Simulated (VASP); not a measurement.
# PtSe2 in VASP: further runs

The runs below take PtSe2 through single point, with PBE+D3(BJ).

Everything below comes from runs of VASP 6.6.1. Logs are shortened: lines on timing, memory, paths and dates and some standing lists are left out, and cuts for length are marked.

## Step 1: The cell of the first run

The cell holds a slab with vacuum, 3 atoms: a = 3.707 Å, b = 3.707 Å, c = 31.121 Å, α = 90.00°, β = 90.00°, γ = 120.00°.

## Step 2: Single point, PBE+D3(BJ)

The input, INCAR:

```
SYSTEM = PtSe2
ALGO = Normal
DIPOL = 0.5 0.5 0.500
EDIFF = 1E-6
ENCUT = 400
GGA = PE
GGA_COMPAT = .FALSE.
IDIPOL = 3
ISIF = 2
ISMEAR = 0
IVDW = 12
LASPH = .TRUE.
LCHARG = .FALSE.
LDIPOL = .TRUE.
LREAL = .FALSE.
LWAVE = .FALSE.
NBANDS = 18
NELM = 120
NELMDL = -8
PREC = Accurate
SIGMA = 0.02
```

The input, KPOINTS:

```
k-points
0
G
  9 9 1
  0 0 0
```

The input, POSCAR:

```
PtSe2
1.0
    3.7070000000      0.0000000000      0.0000000000
   -1.8535000000      3.2103561718      0.0000000000
    0.0000000000      0.0000000000     31.1212903780
Se Pt
2 1
Direct
    0.6666666667      0.3333333333      0.4574407107
    0.3333333333      0.6666666667      0.5425592893
    0.0000000000      0.0000000000      0.5000000000
```

Potentials or basis: VASP PAW PBE potentials, release 64 (Se, Pt).

On the command line:

```console
$ cat potpaw_PBE.64/Se/POTCAR potpaw_PBE.64/Pt/POTCAR > POTCAR
$ mpirun -np 1 vasp_std > vasp.out
```

OUTCAR:

```text
SYSTEM = PtSe2
   EDIFF = 1E-6
   ENCUT = 400
   GGA = PE
   ISIF = 2
   ISMEAR = 0
   IVDW = 12
   LASPH = .TRUE.
   LREAL = .FALSE.
   NELM = 120
   NELMDL = -8
   PREC = Accurate
 IVDW          = 12

 ion  position               nearest neighbor table
   1  0.667  0.333  0.457-   3 2.52   3 2.52   3 2.52
   2  0.333  0.667  0.543-   3 2.52   3 2.52   3 2.52
   3  0.000  0.000  0.500-   1 2.52   2 2.52   2 2.52   1 2.52   1 2.52   2 2.52

  LATTYP: Found a hexagonal cell.
 ALAT       =     3.7070000000
 C/A-ratio  =     8.3952766059

  Lattice vectors:

 A1 = (   3.7070000000,   0.0000000000,   0.0000000000)
 A2 = (  -1.8535000000,   3.2103561718,   0.0000000000)
 A3 = (   0.0000000000,   0.0000000000,  31.1212903780)

Analysis of symmetry for initial positions (statically):
=====================================================================
 Subroutine PRICEL returns:
 Original cell was already a primitive cell.

 Routine SETGRP: Setting up the symmetry group for a
 hexagonal supercell.

 Subroutine GETGRP returns: Found 12 space group operations
 (whereof 12 operations were pure point group operations)
 out of a pool of 24 trial point group operations.

The static configuration has the point symmetry D_3d.

Analysis of symmetry for dynamics (positions and initial velocities):
=====================================================================
 Subroutine PRICEL returns:
 Original cell was already a primitive cell.

 Routine SETGRP: Setting up the symmetry group for a
 hexagonal supercell.

 Subroutine GETGRP returns: Found 12 space group operations
 (whereof 12 operations were pure point group operations)
 out of a pool of 24 trial point group operations.

The dynamic configuration has the point symmetry D_3d.

 Subroutine INISYM returns: Found 12 space group operations
 (whereof 12 operations are pure point group operations),
 and found     1 'primitive' translations

----------------------------------------------------------------------------------------

                                     Primitive cell

  volume of cell :     370.3680

  direct lattice vectors                    reciprocal lattice vectors
     3.707000000  0.000000000  0.000000000     0.269759914  0.155745959  0.000000000
    -1.853500000  3.210356172  0.000000000     0.000000000  0.311491918  0.000000000
     0.000000000  0.000000000 31.121290378     0.000000000  0.000000000  0.032132344

  length of vectors
     3.707000000  3.707000000 31.121290378     0.311491918  0.311491918  0.032132344

  position of ions in fractional coordinates (direct lattice)
     0.666666667  0.333333333  0.457440711
     0.333333333  0.666666667  0.542559289
     0.000000000  0.000000000  0.500000000

  ion indices of the primitive-cell ions
   primitive index   ion index
                 1           1
                 2           2
                 3           3

----------------------------------------------------------------------------------------

 KPOINTS: k-points

Automatic generation of k-mesh.
 Grid dimensions read from file:
 generate k-points for:    9    9    1

 Generating k-lattice:

  Cartesian coordinates                     Fractional coordinates (reciprocal lattice)
     0.029973324  0.017305107  0.000000000     0.111111111  0.000000000  0.000000000
     0.000000000  0.034610213  0.000000000     0.000000000  0.111111111  0.000000000
     0.000000000  0.000000000  0.032132344     0.000000000  0.000000000  1.000000000

  Length of vectors
     0.034610213  0.034610213  0.032132344

  Shift w.r.t. Gamma in fractional coordinates (k-lattice)
     0.000000000  0.000000000  0.000000000

 Subroutine IBZKPT returns following result:
 ===========================================

 Found     12 irreducible k-points:

 Following reciprocal coordinates:
            Coordinates               Weight
  0.000000  0.000000  0.000000      1.000000
  0.111111 -0.000000  0.000000      6.000000
  0.222222 -0.000000  0.000000      6.000000
  0.333333 -0.000000  0.000000      6.000000
  0.444444 -0.000000  0.000000      6.000000
  0.111111  0.111111  0.000000      6.000000
  0.222222  0.111111  0.000000     12.000000
  0.333333  0.111111  0.000000     12.000000
  0.444444  0.111111  0.000000      6.000000
  0.222222  0.222222  0.000000      6.000000
  0.333333  0.222222  0.000000     12.000000
  0.333333  0.333333  0.000000      2.000000
   k-points           NKPTS =     12   k-points in BZ     NKDIM =     12   number of bands    NBANDS=     18
   number of dos      NEDOS =    301   number of ions     NIONS =      3
   total plane-waves  NPLWV = 120960
   dimension x,y,z NGX =    24 NGY =   24 NGZ =  210
   dimension x,y,z NGXF=    48 NGYF=   48 NGZF=  420
   ions per type =               2   1
   NGX,Y,Z   is equivalent  to a cutoff of  10.76, 10.76, 11.22 a.u.
   NGXF,Y,Z  is equivalent  to a cutoff of  21.53, 21.53, 22.44 a.u.
 SYSTEM =  PtSe2
   PREC   = accura    normal or accurate (medium, high low for compatibility)
   ISTART =      0    job   : 0-new  1-cont  2-samecut
   ICHARG =      2    charge: 1-file 2-atom 10-const
   ISPIN  =      1    spin polarized calculation?
   LNONCOLLINEAR =      F non collinear calculations
   LSORBIT =      F    spin-orbit coupling
   LASPH  =      T    aspherical Exc in radial PAW
   ENCUT  =  400.0 eV  29.40 Ry    5.42 a.u.   6.05  6.05 50.75*2*pi/ulx,y,z
   NELM   =    120;   NELMIN=  2; NELMDL= -8     # of ELM steps
   EDIFF  = 0.1E-05   stopping-criterion for ELM
   LREAL  =      F    real-space projection
   EDIFFG = 0.1E-04   stopping-criterion for IOM
   NSW    =      0    number of steps for IOM
   IBRION =     -1    ionic relax: 0-MD 1-quasi-New 2-CG
   NFREE  =      0    steps in history (QN), initial steepest desc. (CG)
   ISIF   =      2    stress and relaxation
   ISYM   =      2    0-nonsym 1-usesym 2-fastsym
   POTIM  = 0.5000    time-step for ionic-motion
   TEBEG  =    0.0;   TEEND  =   0.0 temperature during run
   PSTRESS=    0.0 pullay stress
   NELECT =      22.0000    total number of electrons
   NUPDOWN=      -1.0000    fix difference up-down
   EMIN   =  10.00;   EMAX   =-10.00  energy-range for DOS
   EFERMI =   0.00;   METHOD = LEGACY
   ISMEAR =     0;   SIGMA  =   0.02  broadening in eV -4-tet -1-fermi 0-gaus
   EFERMI_NEDOS =   21; number of points for ismear=-14 and -15
   IALGO  =     38    algorithm
   IMIX   =      4    mixing-type and parameters
     AMIX     =   0.40;   BMIX     =  1.00
     AMIX_MAG =   1.60;   BMIX_MAG =  1.00
  volume/ion in A,a.u.               =     123.46       833.12
  Fermi-wavevector in a.u.,A,eV,Ry     =   0.638760  1.207082  5.551378  0.408015
  Thomas-Fermi vector in A             =   1.704209
   LORBIT       =      0    0 simple, 1 ext, 2 COOP (PROOUT), +10 PAW based schemes
   GGA     = PE    functional components
   LHFCALC =     F    Hartree Fock is set to
   AEXX    =    0.0000 exact exchange contribution
   IVDW    =    12    specifies the selected vdW correction
   LEPSILON=     F    determine dielectric tensor
   LRPA    =     F    only Hartree local field effects (RPA)
 non-spin polarized calculation
 Gauss-broadening in eV      SIGMA  =   0.02
  energy-cutoff  :      400.00
  volume of cell :      370.37
 maximum number of plane-waves:      6804
   NGX = 13   NGY = 13   NGZ =101

 dipolmoment           0.000000      0.000000      0.000000 electrons x Angstroem

 number of electron      22.0000004 magnetization

 dipolmoment           0.000000      0.000000     -0.000000 electrons x Angstroem

 Free energy of the ion-electron system (eV)
  ---------------------------------------------------
  ext. energy  EPLUGINS =         0.00000000
  ---------------------------------------------------
  free energy    TOTEN  =       -14.28693240 eV

  energy without entropy =      -14.28693240  energy(sigma->0) =      -14.28693240

 E-fermi :  -3.7070     XC(G=0):  -2.1933

 val. band max:       -3.8309519781   @ k =   0.0000   0.0000   0.0000
 cond. band min:      -2.4789219814   @ k =   0.2222  -0.0000   0.0000
 fundamental gap:      1.3520299967
 Fermi energy:        -3.7070497289

 k-point     1 :       0.0000    0.0000    0.0000
  band No.  band energies     occupation
      1     -17.8759      2.00000
      2     -16.1111      2.00000
      3      -8.9824      2.00000
      4      -8.9245      2.00000
      5      -8.9245      2.00000
      6      -6.7112      2.00000
[... 10 lines left out ...]
     17       1.8213      0.00000
     18       2.1985      0.00000

 k-point     2 :       0.1111   -0.0000    0.0000
  band No.  band energies     occupation
      1     -17.7434      2.00000
      2     -16.1171      2.00000
      3      -8.9532      2.00000
      4      -8.8467      2.00000
      5      -8.8464      2.00000
      6      -6.9064      2.00000
[... 10 lines left out ...]
     17       2.2944      0.00000
     18       2.4384      0.00000

 k-point     3 :       0.2222   -0.0000    0.0000
  band No.  band energies     occupation
      1     -17.3773      2.00000
      2     -16.1359      2.00000
      3      -8.9675      2.00000
      4      -8.6658      2.00000
      5      -8.5085      2.00000
      6      -7.6012      2.00000
[... 10 lines left out ...]
     17       2.5901      0.00000
     18       2.8526      0.00000

 k-point     4 :       0.3333   -0.0000    0.0000
  band No.  band energies     occupation
      1     -16.8859      2.00000
      2     -16.1662      2.00000
      3      -9.2324      2.00000
      4      -8.5289      2.00000
      5      -8.4377      2.00000
      6      -7.7294      2.00000
[... 123 lines left out ...]
      4      -8.7163      2.00000
      5      -8.2113      2.00000
      6      -7.6012      2.00000
[... 10 lines left out ...]
     17       4.0378      0.00000
     18       4.1072      0.00000

 k-point    11 :       0.3333    0.2222    0.0000
  band No.  band energies     occupation
      1     -16.3270      2.00000
      2     -16.2038      2.00000
      3      -9.4302      2.00000
      4      -8.7033      2.00000
      5      -8.1818      2.00000
      6      -7.4381      2.00000
[... 10 lines left out ...]
     17       4.6752      0.00000
     18       5.1009      0.00000

 k-point    12 :       0.3333    0.3333    0.0000
  band No.  band energies     occupation
      1     -16.2117      2.00000
      2     -16.2117      2.00000
      3      -9.1148      2.00000
      4      -8.7393      2.00000
      5      -8.7393      2.00000
      6      -7.3073      2.00000
[... 10 lines left out ...]
     17       4.9445      0.00000
     18       5.1785      0.00000

------------------------ aborting loop because EDIFF is reached ----------------------------------------

 vacuum level on the upper side and lower side of the slab       (xc-potential included)        -0.019        -0.019

 Edisp (eV)   -0.89580

 E8    (eV) :    -0.4116

  FORCE on cell =-STRESS in cart. coord.  units (eV):
  Direction    XX          YY          ZZ          XY          YZ          ZX
  --------------------------------------------------------------------------------------
  -------------------------------------------------------------------------------------
  Total      -0.03127    -0.03127    -0.02593     0.00000     0.00000     0.00000
  in kB      -0.13525    -0.13525    -0.11219     0.00000     0.00000     0.00000
  external pressure =       -0.13 kB  Pullay stress =        0.00 kB

 VOLUME and BASIS-vectors are now :
 -----------------------------------------------------------------------------
  energy-cutoff  :      400.00
  volume of cell :      370.37
      direct lattice vectors                 reciprocal lattice vectors
     3.707000000  0.000000000  0.000000000     0.269759914  0.155745959  0.000000000
    -1.853500000  3.210356172  0.000000000     0.000000000  0.311491918  0.000000000
     0.000000000  0.000000000 31.121290378     0.000000000  0.000000000  0.032132344

 POSITION                                       TOTAL-FORCE (eV/Angst)
 -----------------------------------------------------------------------------------
      1.85350      1.07012     14.23615         0.000000     -0.000000     -0.000787
     -0.00000      2.14024     16.88515         0.000000      0.000000      0.000787
      0.00000      0.00000     15.56065        -0.000000      0.000000      0.000000
 -----------------------------------------------------------------------------------
    total drift:                               -0.000000      0.000000      0.000000

  FREE ENERGIE OF THE ION-ELECTRON SYSTEM (eV)
  ---------------------------------------------------
  free  energy   TOTEN  =       -15.1827333969 eV

  energy  without entropy=      -15.1827333969  energy(sigma->0) =      -15.18273340

 vacuum level on the upper side and lower side of the slab         1.816         1.816
```

Run time: 2.6 min. Hardware: 1 thread of Intel Xeon 8259CL, shared host; peak memory 0.34 GiB.

What came out:

```yaml
Free_energy: -15.1827 eV
Band_gap_on_the_k_mesh: 1.35 eV (least direct gap 1.58 eV)
Dispersion_energy_per_atom: -0.299 eV
```

Levels at points of the mesh, in eV from the valence-band top:
| k point | band 7 | band 8 | band 9 | band 10 | band 11 | band 12 | band 13 | band 14 | band 15 | band 16 |
| --- | --- | --- | --- | --- | --- | --- | --- | --- | --- | --- |
| (0.00, 0.00, 0.00) | -2.88 | -1.31 | -0.68 | 0.00 | 0.00 | 2.96 | 2.96 | 4.51 | 5.20 | 5.58 |

Caveat: spin-orbit coupling is left out, which moves the levels of the heavy elements.

## Step 3: Single point, PBE+D3(BJ)

This run uses another cell than the first one.

The input, INCAR:

```
PREC = Accurate ; ENCUT = 400
EDIFF = 1E-6 ; ISMEAR = 0
SIGMA = 0.02 ; LREAL = False
LASPH = True ; NELM = 120
ALGO = Normal ; ISIF = 2
LWAVE = False ; LCHARG = False
LDIPOL = True ; IDIPOL = 3
DIPOL = 0.5 0.5 0.500 ; GGA = PE
IVDW = 12 ; NBANDS = 18
GGA_COMPAT = False ; NELMDL = -8
```

The input, KPOINTS:

```
Automatic mesh
0
Gamma
  9 9 1
```

The input, POSCAR:

```
PtSe2
1.0
    3.7560000000      0.0000000000      0.0000000000
   -1.8780000000      3.2527914166      0.0000000000
    0.0000000000      0.0000000000     31.1212903780
Se Pt
2 1
Direct
    0.6666666667      0.3333333333      0.4596578424
    0.3333333333      0.6666666667      0.5403421576
    0.0000000000      0.0000000000      0.5000000000
```

Potentials or basis: VASP PAW PBE potentials, release 64 (Se, Pt).

On the command line:

```console
$ cat potpaw_PBE.64/Se/POTCAR potpaw_PBE.64/Pt/POTCAR > POTCAR
$ mpirun -np 1 vasp_std > vasp.out
```

Run time: 3.6 min. Hardware: 1 thread of Intel Xeon 8259CL, shared host; peak memory 0.45 GiB.

The run converged. Its results:

| Item | Value |
| --- | --- |
| Free energy | -15.1503 eV |
| Largest force | 0.492 eV/Å |
| Band gap on the k mesh | 1.39 eV (least direct gap 1.40 eV) |
| Dispersion energy per atom | -0.294 eV |

Forces on the atoms (eV/Å):
```
Se   0.000  0.000 -0.492
Se   0.000  0.000  0.492
Pt   0.000  0.000  0.000
```

Levels at points of the mesh, in eV from the valence-band top:
| k point | band 9 | band 10 | band 11 | band 12 | band 13 | band 14 |
| --- | --- | --- | --- | --- | --- | --- |
| (0.00, 0.00, 0.00) | -0.52 | -0.09 | -0.09 | 3.04 | 3.04 | 4.57 |

Caveat: spin-orbit coupling is left out, which moves the levels of the heavy elements.

[end of part 1 of 2]
